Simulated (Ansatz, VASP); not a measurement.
Two plane-wave programs on NaI

POSCAR

```
NaI
1.0
    0.0000000000      3.2296282834      3.2296282834
    3.2296282834      0.0000000000      3.2296282834
    3.2296282834      3.2296282834      0.0000000000
Na I
1 1
Direct
    0.0000000000      0.0000000000      0.0000000000
    0.5000000000      0.5000000000      0.5000000000
```

Contents of INCAR.step1:

```
PREC     = Accurate       # precision mode
ENCUT    = 520            # plane-wave cutoff, eV
EDIFF    = 1E-5           # SCF threshold, eV
ISMEAR   = 0              # smearing method
SIGMA    = 0.01           # smearing width, eV
LREAL    = False          # projectors in reciprocal space
LASPH    = True           # aspherical terms in the spheres
NELM     = 80             # most SCF steps
ALGO     = Normal         # electronic algorithm
ISIF     = 2              # what is computed and relaxed
LWAVE    = True           # write WAVECAR
LCHARG   = False          # write CHGCAR
GGA      = PE             # functional
NBANDS   = 14             # bands
```

The input INCAR.step2:

```
PREC     = Accurate       # precision mode
ENCUT    = 520            # plane-wave cutoff, eV
EDIFF    = 1E-6           # SCF threshold, eV
ISMEAR   = 0              # smearing method
SIGMA    = 0.01           # smearing width, eV
LREAL    = False          # projectors in reciprocal space
LASPH    = True           # aspherical terms in the spheres
NELM     = 80             # most SCF steps
ALGO     = Normal         # electronic algorithm
ISIF     = 2              # what is computed and relaxed
LWAVE    = False          # write WAVECAR
LCHARG   = False          # write CHGCAR
GGA      = PE             # functional
LHFCALC  = True           # exact exchange
AEXX     = 0.2            # exact-exchange fraction
HFSCREEN = 0.5            # screening, 1/A
PRECFOCK = Normal       
ISTART   = 1            
NBANDS   = 14             # bands
```

File KPOINTS:

```
Automatic mesh
0
Gamma
  4 4 4
```

Input for Ansatz:

```yaml
crystal:
  lattice:
    - [0.0, 3.2296282834, 3.2296282834]
    - [3.2296282834, 0.0, 3.2296282834]
    - [3.2296282834, 3.2296282834, 0.0]
  atoms:
    - { symbol: Na, position: [0.0, 0.0, 0.0] }
    - { symbol: I, position: [0.5, 0.5, 0.5] }
kpoints:
  mp_grid: { grid: [4, 4, 4] }
hamiltonian:
  xc: { exchange: pbe, correlation: pbe, exx: { coeff: 0.2, omega: 0.5 } }
scf:
  occupations: { method: fixed }
  n_extra_bands: 4
output:
  forces: true
  stress: true
  eigenvalues: true
```

Alike in both runs: task single point; functional PBE-based screened hybrid; k mesh 4 × 4 × 4; no spin polarisation.

```csv
,VASP,Ansatz
version,VASP 6.6.1,Ansatz 0.2.0
potentials or method,"VASP PAW PBE potentials, release 64 (Na_pv, I)",plane waves
plane-wave cutoff (eV),520,420
occupations,"gaussian, width 0.01 eV",fixed
valence electrons in the cell,14,26
```

VASP gave:

- gap on the k mesh at the Fermi level (eV): 4.05
- pressure (GPa): 0.4

Question: What did Ansatz give for the same quantities?

Answer: gap on the k mesh at the Fermi level (eV): 4.07; pressure (GPa): 0.4.

VASP's potentials were made for PBE, not for PBE-based screened hybrid. VASP's potentials hold 14 valence electrons a cell and Ansatz's 26, so a difference there can come from the potentials and not from the codes. Ansatz's warnings: stress exchange threshold loose, stress scf threshold loose.

The k mesh is coarse, so the values compare programs but aren't converged. Neither program's run includes spin-orbit coupling.
